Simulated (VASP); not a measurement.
# YNb4N (F-43m) in VASP: single point with PBE

Aim: the single point of YNb4N with PBE.

Program: VASP 6.6.1. These are calculated values, not measurements. Logs are shortened: lines on timing, memory, paths and dates and some standing lists are left out, and cuts for length are marked.

## Step 1: The cell of the first run

The structure is cubic, space group F-43m (No. 216). Conventional cell: a = 7.434 Å, b = 7.434 Å, c = 7.434 Å, α = 90.00°, β = 90.00°, γ = 90.00°. Y (site symmetry -43m) has 12 Nb at 3.08 Å and 4 N at 3.22 Å within 4.1 Å. Within 3.4 Å of Nb (site symmetry 3m) lie 6 Nb at 2.61 to 2.65 Å and 3 Y at 3.08 Å and 3 N at 3.08 Å. N (site symmetry -43m) has 12 Nb at 3.08 Å and 4 Y at 3.22 Å within 4.1 Å.

## Step 2: Single point, PBE

INCAR

```
PREC     = Accurate       # precision mode
ENCUT    = 520            # plane-wave cutoff, eV
EDIFF    = 1E-6           # SCF threshold, eV
ISMEAR   = 0              # smearing method
SIGMA    = 0.1            # smearing width, eV
LREAL    = F              # projectors in reciprocal space
LASPH    = T              # aspherical terms in the spheres
NELM     = 80             # most SCF steps
ALGO     = Normal         # electronic algorithm
ISIF     = 2              # what is computed and relaxed
LWAVE    = F              # write WAVECAR
LCHARG   = T              # write CHGCAR
GGA      = PE             # functional
LELF     = T              # ELF
LVHAR    = T            
NBANDS   = 43             # bands
```

KPOINTS

```
Automatic mesh
0
Gamma
  4 4 4
```

POSCAR

```
YNb4N
1.0
    0.0000000000      3.7171073800      3.7171073800
    3.7171073800      0.0000000000      3.7171073800
    3.7171073800      3.7171073800      0.0000000000
Y Nb N
1 4 1
Direct
    0.2500000000      0.2500000000      0.2500000000
    0.3725144900      0.8758285000      0.8758285000
    0.8758285000      0.8758285000      0.3725144900
    0.8758285000      0.8758285000      0.8758285000
    0.8758285000      0.3725144900      0.8758285000
    0.5000000000      0.5000000000      0.5000000000
```

Potentials or basis: VASP PAW PBE potentials, release 64 (Y_sv, Nb_sv, N).

On the command line:

```console
> cat potpaw_PBE.64/Y_sv/POTCAR potpaw_PBE.64/Nb_sv/POTCAR potpaw_PBE.64/N/POTCAR > POTCAR
> mpirun -np 1 vasp_std > vasp.out
```

OUTCAR:

```text
PREC = Accurate
   ENCUT = 520
   EDIFF = 1E-6
   ISMEAR = 0
   LREAL = F
   LASPH = T
   NELM = 80
   ISIF = 2
   GGA = PE

 ion  position               nearest neighbor table
   1  0.250  0.250  0.250-   3 3.08   5 3.08   2 3.08   3 3.08   2 3.08   5 3.08   4 3.08   4 3.08
                             4 3.08   2 3.08   3 3.08   5 3.08
   2  0.373  0.876  0.876-   3 2.61   4 2.61   5 2.61   4 2.65   3 2.65   5 2.65   1 3.08   1 3.08
                             1 3.08
   3  0.876  0.876  0.373-   2 2.61   4 2.61   5 2.61   4 2.65   5 2.65   2 2.65   1 3.08   1 3.08
                             1 3.08
   4  0.876  0.876  0.876-   2 2.61   3 2.61   5 2.61   3 2.65   5 2.65   2 2.65   1 3.08   1 3.08
                             1 3.08
   5  0.876  0.373  0.876-   2 2.61   3 2.61   4 2.61   3 2.65   4 2.65   2 2.65   1 3.08   1 3.08
                             1 3.08
   6  0.500  0.500  0.500-

  LATTYP: Found a face centered cubic cell.
 ALAT       =     7.4342147600

  Lattice vectors:

 A1 = (   0.0000000000,   3.7171073800,   3.7171073800)
 A2 = (   3.7171073800,   0.0000000000,   3.7171073800)
 A3 = (   3.7171073800,   3.7171073800,   0.0000000000)

Analysis of symmetry for initial positions (statically):
=====================================================================
 Subroutine PRICEL returns:
 Original cell was already a primitive cell.

 Routine SETGRP: Setting up the symmetry group for a
 face centered cubic supercell.

 Subroutine GETGRP returns: Found 24 space group operations
 (whereof 24 operations were pure point group operations)
 out of a pool of 48 trial point group operations.

The static configuration has the point symmetry T_d .

Analysis of symmetry for dynamics (positions and initial velocities):
=====================================================================
 Subroutine PRICEL returns:
 Original cell was already a primitive cell.

 Routine SETGRP: Setting up the symmetry group for a
 face centered cubic supercell.

 Subroutine GETGRP returns: Found 24 space group operations
 (whereof 24 operations were pure point group operations)
 out of a pool of 48 trial point group operations.

The dynamic configuration has the point symmetry T_d .

 Subroutine INISYM returns: Found 24 space group operations
 (whereof 24 operations are pure point group operations),
 and found     1 'primitive' translations

[... 77 lines left out ...]
   ISTART =      0    job   : 0-new  1-cont  2-samecut
   ICHARG =      2    charge: 1-file 2-atom 10-const
   ISPIN  =      1    spin polarized calculation?
   LNONCOLLINEAR =      F non collinear calculations
   LSORBIT =      F    spin-orbit coupling
   LASPH  =      T    aspherical Exc in radial PAW
   ENCUT  =  520.0 eV  38.22 Ry    6.18 a.u.   9.77  9.77  9.77*2*pi/ulx,y,z
   NELM   =     80;   NELMIN=  2; NELMDL= -5     # of ELM steps
   EDIFF  = 0.1E-05   stopping-criterion for ELM
   LREAL  =      F    real-space projection
[... 7 lines left out ...]
   TEBEG  =    0.0;   TEEND  =   0.0 temperature during run
   PSTRESS=    0.0 pullay stress
   NELECT =      68.0000    total number of electrons
   NUPDOWN=      -1.0000    fix difference up-down
   EMIN   =  10.00;   EMAX   =-10.00  energy-range for DOS
   EFERMI =   0.00;   METHOD = LEGACY
   ISMEAR =     0;   SIGMA  =   0.10  broadening in eV -4-tet -1-fermi 0-gaus
   EFERMI_NEDOS =   21; number of points for ismear=-14 and -15
   IALGO  =     38    algorithm
   IMIX   =      4    mixing-type and parameters
     AMIX     =   0.40;   BMIX     =  1.00
     AMIX_MAG =   1.60;   BMIX_MAG =  1.00
  volume/ion in A,a.u.               =      17.12       115.53
  Fermi-wavevector in a.u.,A,eV,Ry     =   1.426799  2.696259 27.698121  2.035754
  Thomas-Fermi vector in A             =   2.547037
   LORBIT       =      0    0 simple, 1 ext, 2 COOP (PROOUT), +10 PAW based schemes
   GGA     = PE    functional components
   LHFCALC =     F    Hartree Fock is set to
   AEXX    =    0.0000 exact exchange contribution
   IVDW    =     0    specifies the selected vdW correction
   LEPSILON=     F    determine dielectric tensor
   LRPA    =     F    only Hartree local field effects (RPA)
 non-spin polarized calculation
 Gauss-broadening in eV      SIGMA  =   0.10
  energy-cutoff  :      520.00
  volume of cell :      102.72
 maximum number of plane-waves:      2788
   NGX = 19   NGY = 19   NGZ = 19

 number of electron      68.0000000 magnetization

 Free energy of the ion-electron system (eV)
  ---------------------------------------------------
  ext. energy  EPLUGINS =         0.00000000
  ---------------------------------------------------
  free energy    TOTEN  =       -47.73617065 eV

  energy without entropy =      -47.70712499  energy(sigma->0) =      -47.72164782

 E-fermi :   9.3772     XC(G=0): -11.9805

 val. band max:        9.2827602289   @ k =   0.2500   0.2500   0.0000
 cond. band min:       9.4028199470   @ k =   0.0000   0.0000   0.0000
 fundamental gap:      0.1200597182
 Fermi energy:         9.3772281377

 k-point     1 :       0.0000    0.0000    0.0000
  band No.  band energies     occupation
      1     -45.3910      2.00000
      2     -44.8532      2.00000
      3     -44.8532      2.00000
      4     -44.8532      2.00000
      5     -31.9590      2.00000
      6     -23.2582      2.00000
[... 357 lines left out ...]
     42      11.5453      0.00000
     43      12.1134      0.00000

------------------------ aborting loop because EDIFF is reached ----------------------------------------

  FORCE on cell =-STRESS in cart. coord.  units (eV):
  Direction    XX          YY          ZZ          XY          YZ          ZX
  --------------------------------------------------------------------------------------
  -------------------------------------------------------------------------------------
  Total       11.6787206     11.6787206     11.6787206      0.0000000     -0.0000000     -0.0000000
  in kB      182.1631532    182.1631532    182.1631532      0.0000000     -0.0000000     -0.0000000
  external PRESSURE =     182.1631532 kB  Pullay stress =       0.0000000 kB

 VOLUME and BASIS-vectors are now :
 -----------------------------------------------------------------------------
  energy-cutoff  :      520.00
  volume of cell :      102.72
      direct lattice vectors                 reciprocal lattice vectors
     0.000000000  3.717107380  3.717107380    -0.134513198  0.134513198  0.134513198
     3.717107380  0.000000000  3.717107380     0.134513198 -0.134513198  0.134513198
     3.717107380  3.717107380  0.000000000     0.134513198  0.134513198 -0.134513198

 POSITION                                       TOTAL-FORCE (eV/Angst)
 -----------------------------------------------------------------------------------
      1.85855      1.85855      1.85855         0.000000      0.000000      0.000000
      6.51110      4.64022      4.64022         0.174492     -0.174492     -0.174492
      4.64022      4.64022      6.51110        -0.174492     -0.174492      0.174492
      6.51110      6.51110      6.51110         0.174492      0.174492      0.174492
      4.64022      6.51110      4.64022        -0.174492      0.174492     -0.174492
      3.71711      3.71711      3.71711         0.000000      0.000000      0.000000
 -----------------------------------------------------------------------------------
    total drift:                                0.000144      0.000144      0.000144

  FREE ENERGIE OF THE ION-ELECTRON SYSTEM (eV)
  ---------------------------------------------------
  free  energy   TOTEN  =       -47.7361706532 eV

  energy  without entropy=      -47.7071249918  energy(sigma->0) =      -47.72164782
```

OSZICAR:

```text
N       E                     dE             d eps       ncg     rms          rms(c)
DAV:   1     0.829222847245E+03    0.82922E+03   -0.37536E+04   688   0.166E+03
DAV:   2     0.264385392733E+02   -0.80278E+03   -0.78069E+03   808   0.658E+02
DAV:   3    -0.433057168894E+02   -0.69744E+02   -0.66577E+02  1192   0.134E+02
DAV:   4    -0.488986019918E+02   -0.55929E+01   -0.54387E+01  1192   0.334E+01
DAV:   5    -0.491643725010E+02   -0.26577E+00   -0.26182E+00  1168   0.773E+00    0.372E+01
DAV:   6    -0.486308977325E+02    0.53347E+00   -0.96756E+00  1088   0.146E+01    0.249E+01
DAV:   7    -0.484391851215E+02    0.19171E+00   -0.14087E+01  1064   0.883E+00    0.179E+01
DAV:   8    -0.477181721066E+02    0.72101E+00   -0.28865E+00  1072   0.868E+00    0.447E+00
DAV:   9    -0.477457422255E+02   -0.27570E-01   -0.53361E-01  1128   0.289E+00    0.151E+00
DAV:  10    -0.477360960658E+02    0.96462E-02   -0.61594E-02  1032   0.122E+00    0.447E-01
DAV:  11    -0.477362217042E+02   -0.12564E-03   -0.57126E-03  1016   0.517E-01    0.212E-01
DAV:  12    -0.477361605492E+02    0.61155E-04   -0.61057E-04  1176   0.109E-01    0.522E-02
DAV:  13    -0.477361712077E+02   -0.10659E-04   -0.90460E-05  1024   0.494E-02    0.218E-02
DAV:  14    -0.477361723227E+02   -0.11150E-05   -0.10688E-05   976   0.195E-02    0.929E-03
DAV:  15    -0.477361707817E+02    0.15410E-05   -0.32928E-06   736   0.903E-03    0.196E-03
DAV:  16    -0.477361706532E+02    0.12848E-06   -0.64953E-07   560   0.542E-03
   1 F= -.47736171E+02 E0= -.47721648E+02  d E =-.290457E-01
```

stdout:

```text
POSCAR found type information on POSCAR Y NbN
 POSCAR found :  3 types and       6 ions
 scaLAPACK will be used
 LDA part: xc-table for (Slater+PW92), standard interpolation
 POSCAR, INCAR and KPOINTS ok, starting setup
 FFT: planning ... GRIDC
 FFT: planning ... GRID_SOFT
 FFT: planning ... GRID
 WAVECAR not read
 entering main loop
```

Wall time 67 s (1 thread of Intel Xeon Platinum 8259CL at 2.50GHz (Skylake/Cascade Lake), shared host); peak memory 0.26 GiB.

Results:

```
Free energy            : -47.7362 eV
Pressure               : 18.2 GPa
Largest force          : 0.302 eV/Å
Band gap on the k mesh : zero (filled and empty bands touch)
```

Forces in eV/Å, atoms in the order of the input:
```
Y    0.000  0.000  0.000
Nb   0.174 -0.174 -0.174
Nb  -0.174 -0.174  0.174
Nb   0.174  0.174  0.174
Nb  -0.174  0.174 -0.174
N    0.000  0.000  0.000
```

Caveat: the k points lie up to 0.37 Å⁻¹ apart.
